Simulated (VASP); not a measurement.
# Mg (I4/mmm) in VASP: relaxation of cell and atoms with PBE

Aim: the relaxation of cell and atoms of Mg with PBE.

Program: VASP 6.6.1. These are calculated values, not measurements. Logs are shortened: lines on timing, memory, paths and dates and some standing lists are left out, and cuts for length are marked.

## Step 1: The cell of the first run

The structure is tetragonal, space group I4/mmm (No. 139). The conventional cell has a = 3.201 Å, b = 3.201 Å, c = 4.520 Å, α = 90.00°, β = 90.00°, γ = 90.00°. Within 4.2 Å of Mg (site symmetry 4/mmm) lie 12 Mg at 3.20 Å.

This isn't the form of Mg at room conditions, which is hcp.

## Step 2: Relaxation of cell and atoms, PBE

File INCAR:

```
SYSTEM = Mg
PREC = Accurate ; ENCUT = 600
EDIFF = 1E-6 ; ISMEAR = 0
SIGMA = 0.1 ; LREAL = .FALSE.
LASPH = .TRUE. ; NELM = 100
ALGO = Normal ; ISIF = 3
LWAVE = .FALSE. ; LCHARG = .FALSE.
GGA = PE ; IBRION = 2
NSW = 80 ; EDIFFG = -0.01
```

File KPOINTS:

```
regular mesh
0
G
  18 18 18
  0 0 0
```

File POSCAR:

```
Mg
1.0
   -1.6006169393      1.6005848081      2.2599168999
    1.6006169393     -1.6005848081      2.2599168999
    1.6006169393      1.6005848081     -2.2599168999
Mg
1
Direct
    0.5000000000      0.5000000000      0.0000000000
```

Potentials or basis: VASP PAW PBE potentials, release 64 (Mg).

Started as:

```console
> cat potpaw_PBE.64/Mg/POTCAR > POTCAR
> mpirun -np 1 vasp_std > vasp.out
```

OUTCAR:

```text
SYSTEM = Mg
   PREC = Accurate
   ENCUT = 600
   EDIFF = 1E-6
   ISMEAR = 0
   LREAL = .FALSE.
   LASPH = .TRUE.
   NELM = 100
   ISIF = 3
   GGA = PE
   IBRION = 2
   NSW = 80
   EDIFFG = -0.01

 ion  position               nearest neighbor table
   1  0.500  0.500  0.000-

  LATTYP: Found a body centered orthorhombic cell.
 ALAT       =     3.2011696162
 B/A-ratio  =     1.0000200747
 C/A-ratio  =     1.4119319941

  Lattice vectors:

 A1 = (   1.6006169393,  -1.6005848081,  -2.2599168999)
 A2 = (  -1.6006169393,   1.6005848081,  -2.2599168999)
 A3 = (   1.6006169393,   1.6005848081,   2.2599168999)

Analysis of symmetry for initial positions (statically):
=====================================================================
 Subroutine PRICEL returns:
 Original cell was already a primitive cell.

 Routine SETGRP: Setting up the symmetry group for a
 body centered orthorhombic supercell.

 Subroutine GETGRP returns: Found  8 space group operations
 (whereof  8 operations were pure point group operations)
 out of a pool of  8 trial point group operations.

The static configuration has the point symmetry D_2h.

Analysis of symmetry for dynamics (positions and initial velocities):
=====================================================================
 Subroutine PRICEL returns:
 Original cell was already a primitive cell.

 Routine SETGRP: Setting up the symmetry group for a
 body centered orthorhombic supercell.

 Subroutine GETGRP returns: Found  8 space group operations
 (whereof  8 operations were pure point group operations)
 out of a pool of  8 trial point group operations.

The dynamic configuration has the point symmetry D_2h.

 Subroutine INISYM returns: Found  8 space group operations
 (whereof  8 operations are pure point group operations),
 and found     1 'primitive' translations

----------------------------------------------------------------------------------------

                                     Primitive cell

  volume of cell :      23.1589

  direct lattice vectors                    reciprocal lattice vectors
    -1.600616939  1.600584808  2.259916900     0.000000000  0.312385821  0.221247073
     1.600616939 -1.600584808  2.259916900     0.312379550  0.000000000  0.221247073
     1.600616939  1.600584808 -2.259916900     0.312379550  0.312385821  0.000000000

  length of vectors
     3.198604494  3.198604494  3.198604494     0.382799123  0.382794006  0.441775831

  position of ions in fractional coordinates (direct lattice)
     0.500000000  0.500000000  0.000000000

  ion indices of the primitive-cell ions
   primitive index   ion index
                 1           1

----------------------------------------------------------------------------------------

 KPOINTS: regular mesh

Automatic generation of k-mesh.
 Grid dimensions read from file:
 generate k-points for:   18   18   18

 Generating k-lattice:

  Cartesian coordinates                     Fractional coordinates (reciprocal lattice)
     0.000000000  0.017354768  0.012291504     0.055555556 -0.000000000  0.000000000
     0.017354419  0.000000000  0.012291504     0.000000000  0.055555556  0.000000000
     0.017354419  0.017354768  0.000000000     0.000000000 -0.000000000  0.055555556

  Length of vectors
     0.021266618  0.021266334  0.024543102

  Shift w.r.t. Gamma in fractional coordinates (k-lattice)
     0.000000000  0.000000000  0.000000000

 Subroutine IBZKPT returns following result:
 ===========================================

 Found    865 irreducible k-points:

 Following reciprocal coordinates:
            Coordinates               Weight
  0.000000  0.000000  0.000000      1.000000
  0.055556  0.000000 -0.000000      4.000000
  0.111111  0.000000 -0.000000      4.000000
  0.166667  0.000000 -0.000000      4.000000
  0.222222 -0.000000  0.000000      4.000000
  0.277778  0.000000 -0.000000      4.000000
[... 16 lines left out ...]
 -0.333333  0.055556  0.000000      8.000000
 -0.277778  0.055556  0.000000      8.000000
 [... further k-points ...]
   k-points           NKPTS =    865   k-points in BZ     NKDIM =    865   number of bands    NBANDS=      5
   number of dos      NEDOS =    301   number of ions     NIONS =      1
   total plane-waves  NPLWV =  21952
   dimension x,y,z NGX =    28 NGY =   28 NGZ =   28
   dimension x,y,z NGXF=    56 NGYF=   56 NGZF=   56
   ions per type =               1
   NGX,Y,Z   is equivalent  to a cutoff of  14.55, 14.55, 14.55 a.u.
   NGXF,Y,Z  is equivalent  to a cutoff of  29.11, 29.11, 29.11 a.u.
 SYSTEM =  Mg
   PREC   = accura    normal or accurate (medium, high low for compatibility)
   ISTART =      0    job   : 0-new  1-cont  2-samecut
   ICHARG =      2    charge: 1-file 2-atom 10-const
   ISPIN  =      1    spin polarized calculation?
   LNONCOLLINEAR =      F non collinear calculations
   LSORBIT =      F    spin-orbit coupling
   LASPH  =      T    aspherical Exc in radial PAW
   ENCUT  =  600.0 eV  44.10 Ry    6.64 a.u.   6.39  6.39  6.39*2*pi/ulx,y,z
   NELM   =    100;   NELMIN=  2; NELMDL= -5     # of ELM steps
   EDIFF  = 0.1E-05   stopping-criterion for ELM
   LREAL  =      F    real-space projection
   EDIFFG = -.1E-01   stopping-criterion for IOM
   NSW    =     80    number of steps for IOM
   IBRION =      2    ionic relax: 0-MD 1-quasi-New 2-CG
   NFREE  =      1    steps in history (QN), initial steepest desc. (CG)
   ISIF   =      3    stress and relaxation
   ISYM   =      2    0-nonsym 1-usesym 2-fastsym
   POTIM  = 0.5000    time-step for ionic-motion
   TEBEG  =    0.0;   TEEND  =   0.0 temperature during run
   PSTRESS=    0.0 pullay stress
   NELECT =       2.0000    total number of electrons
   NUPDOWN=      -1.0000    fix difference up-down
   EMIN   =  10.00;   EMAX   =-10.00  energy-range for DOS
   EFERMI =   0.00;   METHOD = LEGACY
   ISMEAR =     0;   SIGMA  =   0.10  broadening in eV -4-tet -1-fermi 0-gaus
   EFERMI_NEDOS =   21; number of points for ismear=-14 and -15
   IALGO  =     38    algorithm
   IMIX   =      4    mixing-type and parameters
     AMIX     =   0.40;   BMIX     =  1.00
     AMIX_MAG =   1.60;   BMIX_MAG =  1.00
  volume/ion in A,a.u.               =      23.16       156.28
  Fermi-wavevector in a.u.,A,eV,Ry     =   0.723622  1.367448  7.124409  0.523629
  Thomas-Fermi vector in A             =   1.813886
   LORBIT       =      0    0 simple, 1 ext, 2 COOP (PROOUT), +10 PAW based schemes
   GGA     = PE    functional components
   LHFCALC =     F    Hartree Fock is set to
   AEXX    =    0.0000 exact exchange contribution
   IVDW    =     0    specifies the selected vdW correction
   LEPSILON=     F    determine dielectric tensor
   LRPA    =     F    only Hartree local field effects (RPA)
 conjugate gradient relaxation of ions
 non-spin polarized calculation
 Gauss-broadening in eV      SIGMA  =   0.10
  energy-cutoff  :      600.00
  volume of cell :       23.16
 maximum number of plane-waves:       787
 NGX is ok and might be reduce to    28
   NGX = 13   NGY = 13   NGZ = 13

--------------------------------------- Ionic step        1  -------------------------------------------

 number of electron       2.0000000 magnetization

 Free energy of the ion-electron system (eV)
  ---------------------------------------------------
  ext. energy  EPLUGINS =         0.00000000
  ---------------------------------------------------
  free energy    TOTEN  =        -1.49503135 eV

  energy without entropy =       -1.49287686  energy(sigma->0) =       -1.49395411

------------------------ aborting loop because EDIFF is reached ----------------------------------------

  FORCE on cell =-STRESS in cart. coord.  units (eV):
  Direction    XX          YY          ZZ          XY          YZ          ZX
  --------------------------------------------------------------------------------------
  -------------------------------------------------------------------------------------
  Total       -0.0258261     -0.0257006     -0.0213843     -0.0000000      0.0000000      0.0000000
  in kB       -1.7866985     -1.7780138     -1.4794042     -0.0000000      0.0000000      0.0000000
  external PRESSURE =      -1.6813722 kB  Pullay stress =       0.0000000 kB

 VOLUME and BASIS-vectors are now :
 -----------------------------------------------------------------------------
  energy-cutoff  :      600.00
  volume of cell :       23.16
      direct lattice vectors                 reciprocal lattice vectors
    -1.600616939  1.600584808  2.259916900     0.000000000  0.312385821  0.221247073
     1.600616939 -1.600584808  2.259916900     0.312379550  0.000000000  0.221247073
     1.600616939  1.600584808 -2.259916900     0.312379550  0.312385821  0.000000000

 POSITION                                       TOTAL-FORCE (eV/Angst)
 -----------------------------------------------------------------------------------
      0.00000      0.00000      2.25992        -0.000000     -0.000000      0.000000
 -----------------------------------------------------------------------------------
    total drift:                                0.000000      0.000000     -0.000000

  FREE ENERGIE OF THE ION-ELECTRON SYSTEM (eV)
  ---------------------------------------------------
  free  energy   TOTEN  =        -1.4950313534 eV

  energy  without entropy=       -1.4928768600  energy(sigma->0) =       -1.49395411

--------------------------------------- Ionic step        2  -------------------------------------------

 number of electron       2.0000000 magnetization

 Free energy of the ion-electron system (eV)
  ---------------------------------------------------
  ext. energy  EPLUGINS =         0.00000000
  ---------------------------------------------------
  free energy    TOTEN  =        -1.49508646 eV

  energy without entropy =       -1.49293639  energy(sigma->0) =       -1.49401142

 E-fermi :   2.5609     XC(G=0):  -8.4752

 val. band max:        2.5528383399   @ k =   0.4444  -0.4444   0.4444
 cond. band min:       2.6298901380   @ k =  -0.2778   0.5000   0.1667
 fundamental gap:      0.0770517982
 Fermi energy:         2.5609458524

 k-point     1 :       0.0000    0.0000    0.0000
  band No.  band energies     occupation
      1      -4.3036      2.00000
      2      14.9179      0.00000
      3      14.9183      0.00000
      4      14.9282      0.00000
      5      16.8246      0.00000

 k-point     2 :       0.0556    0.0000   -0.0000
  band No.  band energies     occupation
      1      -4.2352      2.00000
      2      13.7430      0.00000
      3      14.7469      0.00000
      4      14.7547      0.00000
      5      16.8874      0.00000

 k-point     3 :       0.1111    0.0000   -0.0000
  band No.  band energies     occupation
      1      -4.0303      2.00000
      2      11.9377      0.00000
      3      14.4097      0.00000
      4      14.4194      0.00000
      5      16.6716      0.00000

 k-point     4 :       0.1667    0.0000   -0.0000
  band No.  band energies     occupation
      1      -3.6897      2.00000
      2      10.1210      0.00000
      3      14.0849      0.00000
      4      14.0970      0.00000
      5      16.4026      0.00000

 k-point     5 :       0.2222   -0.0000    0.0000
  band No.  band energies     occupation
      1      -3.2148      2.00000
      2       8.3695      0.00000
      3      13.8337      0.00000
      4      13.8482      0.00000
      5      16.1657      0.00000

 k-point     6 :       0.2778    0.0000   -0.0000
  band No.  band energies     occupation
      1      -2.6077      2.00000
      2       6.7069      0.00000
      3      13.6751      0.00000
      4      13.6922      0.00000
      5      16.0047      0.00000
[... 113 lines left out ...]
 k-point    21 :      -0.4444    0.0556   -0.0000
  band No.  band energies     occupation
      1      -0.3080      2.00000
      2       2.8419      0.00007
      3      12.9303      0.00000
      4      13.1233      0.00000
      5      14.2504      0.00000

 k-point    22 :      -0.3889    0.0556    0.0000
  band No.  band energies     occupation
      1      -1.2510      2.00000
      2       4.2184      0.00000
      3      12.8001      0.00000
      4      13.4277      0.00000
      5      14.3611      0.00000

 k-point    23 :      -0.3333    0.0556    0.0000
  band No.  band energies     occupation
      1      -2.0718      2.00000
      2       5.7073      0.00000
      3      12.7800      0.00000
      4      13.6031      0.00000
      5      14.8282      0.00000

 k-point    24 :      -0.2778    0.0556    0.0000
  band No.  band energies     occupation
      1      -2.7652      2.00000
      2       7.3005      0.00000
      3      12.8696      0.00000
      4      13.7557      0.00000
      5      15.5354      0.00000

 [... further k-points ...]
[... 5 lines left out ...]
  --------------------------------------------------------------------------------------
  -------------------------------------------------------------------------------------
  Total       -0.0082670     -0.0081761     -0.0043875     -0.0000000      0.0000000      0.0000000
  in kB       -0.5739394     -0.5676336     -0.3046077     -0.0000000      0.0000000      0.0000000
  external PRESSURE =      -0.4820602 kB  Pullay stress =       0.0000000 kB

 VOLUME and BASIS-vectors are now :
 -----------------------------------------------------------------------------
  energy-cutoff  :      600.00
  volume of cell :       23.08
      direct lattice vectors                 reciprocal lattice vectors
    -1.598622697  1.598600300  2.257585491     0.000000000  0.312773618  0.221475555
     1.598622697 -1.598600300  2.257585491     0.312769236  0.000000000  0.221475555
     1.598622697  1.598600300 -2.257585491     0.312769236  0.312773618  0.000000000

 POSITION                                       TOTAL-FORCE (eV/Angst)
 -----------------------------------------------------------------------------------
      1.59862      1.59860      0.00000         0.000000     -0.000000      0.000000
 -----------------------------------------------------------------------------------
    total drift:                               -0.000000     -0.000000      0.000000

  FREE ENERGIE OF THE ION-ELECTRON SYSTEM (eV)
  ---------------------------------------------------
  free  energy   TOTEN  =        -1.4950864567 eV

  energy  without entropy=       -1.4929363917  energy(sigma->0) =       -1.49401142

 reached required accuracy - stopping structural energy minimisation
```

It took 64 s on 1 thread of Intel Xeon Platinum 8488C (Sapphire Rapids), shared host; peak memory 0.29 GiB.

Results:

| Item | Value |
| --- | --- |
| Free energy | -1.4951 eV |
| Relaxed volume | 23.08 Å³/atom |
| Relaxed cell | a = 3.195 Å, b = 3.195 Å, c = 3.195 Å, α = 119.95°, β = 119.95°, γ = 90.08° |
| Space group after relaxing (to 0.1 Å) | Fm-3m (No. 225) |
| Energy gained by relaxing | 0.1 meV/atom |
| Ionic steps | 2 |
| Pressure after relaxing | 0.0 GPa |
| Band gap on the k mesh | zero (bands 1 and 2 overlap by 2.39 eV) |

Final structure:
```xyz
1
Lattice="-1.5986 1.5986 2.2576 1.5986 -1.5986 2.2576 1.5986 1.5986 -2.2576" Properties=species:S:1:pos:R:3 pbc="T T T"
Mg    1.5986    1.5986    0.0000
```

Levels at points of the mesh, in eV from the Fermi level:
| k point | band 1 | band 2 | band 3 | band 4 |
| --- | --- | --- | --- | --- |
| (0.00, 0.00, 0.00) | -6.86 | 12.36 | 12.36 | 12.37 |
| (0.50, 0.00, 0.00) | -1.66 | -1.25 | 11.26 | 11.29 |
| (0.00, 0.50, 0.00) | -1.66 | -1.25 | 11.26 | 11.29 |
| (0.50, 0.50, 0.00) | -0.19 | 0.82 | 6.12 | 6.96 |
| (0.50, 0.50, 0.50) | -0.17 | 0.84 | 6.11 | 6.94 |

The gap in the log of VASP goes by the Fermi energy; the results here count the filled bands.